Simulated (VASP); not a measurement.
A run of VASP 6.6.1 is set up as follows.

File INCAR:

```
SYSTEM = B3Ru5
  PREC = Accurate
  ENCUT = 520
  EDIFF = 1E-6
  ISMEAR = 0
  SIGMA = 0.1
  LREAL = .FALSE.
  LASPH = .TRUE.
  NELM = 60
  ALGO = Fast
  ISIF = 2
  LWAVE = .FALSE.
  LCHARG = .FALSE.
  GGA = PE
  NBANDS = 50
```

File KPOINTS:

```
Automatic mesh
0
G
  12 12 4
  0 0 0
```

POSCAR

```
B3Ru5
1.0
    2.8302221759      0.0000000000      0.0000000000
   -1.4151110880      2.4510443027      0.0000000000
    0.0000000000      0.0000000000     12.8282749810
B Ru
3 5
Direct
    0.3333333333      0.6666666667      0.7264498251
    0.3333333333      0.6666666667      0.5000000000
    0.3333333333      0.6666666667      0.2735501749
    0.0000000000      0.0000000000      0.8341916748
    0.0000000000      0.0000000000      0.3881431456
    0.0000000000      0.0000000000      0.6118568544
    0.0000000000      0.0000000000      0.1658083252
    0.3333333333      0.6666666667      0.0000000000
```

Potentials or basis: VASP PAW PBE potentials, release 64 (B, Ru_pv).

Command:

```console
$ cat potpaw_PBE.64/B/POTCAR potpaw_PBE.64/Ru_pv/POTCAR > POTCAR
$ mpirun -np 1 vasp_std > vasp.out
```

(1) Predict the pressure.

(2) What does it give for the largest force?

(3) Estimate the band gap on the k mesh.

## Answers

(1) 0.0 GPa.

(2) 0.024 eV/Å.

(3) zero (an odd number of electrons rules out a gap without spin polarisation).
